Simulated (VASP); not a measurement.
Input of a VASP 6.6.1 run:

The input INCAR:

```
SYSTEM = LiHF2
PREC = Accurate
ENCUT = 520
EDIFF = 1E-8
ISMEAR = 0
SIGMA = 0.01
LREAL = .FALSE.
LASPH = .TRUE.
NELM = 80
ALGO = Normal
ISIF = 2
LWAVE = .FALSE.
LCHARG = .FALSE.
GGA = PS
LEPSILON = .TRUE.
```

KPOINTS

```
Automatic mesh
0
G
  8 8 8
  0 0 0
```

Contents of POSCAR:

```
LiHF2
1.0
    1.4669835900      0.8469633700      4.3666887200
   -1.4669835900      0.8469633700      4.3666887200
    0.0000000000     -1.6939267400      4.3666887200
Li H F
1 1 2
Direct
    0.0000000000      0.0000000000      0.0000000000
    0.5000000000      0.5000000000      0.5000000000
    0.4133018800      0.4133018800      0.4133018800
    0.5866981200      0.5866981200      0.5866981200
```

Potentials or basis: VASP PAW PBE potentials, release 64 (Li_sv, H, F).

The run is started by

```console
$ cat potpaw_PBE.64/Li_sv/POTCAR potpaw_PBE.64/H/POTCAR potpaw_PBE.64/F/POTCAR > POTCAR
$ mpirun -np 1 vasp_std > vasp.out
```

Task: Predict the electronic dielectric tensor (diagonal).

Result: 1.86, 1.86, 2.14.

Task: Estimate the Born charges (mean of the diagonal).

Result: Li +1.07; H +0.92; F -0.99 e.

Task: What does it give for the band gap on the k mesh?

Result: 8.27 eV (least direct gap 8.48 eV).

Electronic dielectric tensor:
```
1.86 0.00 0.00
0.00 1.86 0.00
0.00 0.00 2.14
```

 A k mesh can miss the band edges.
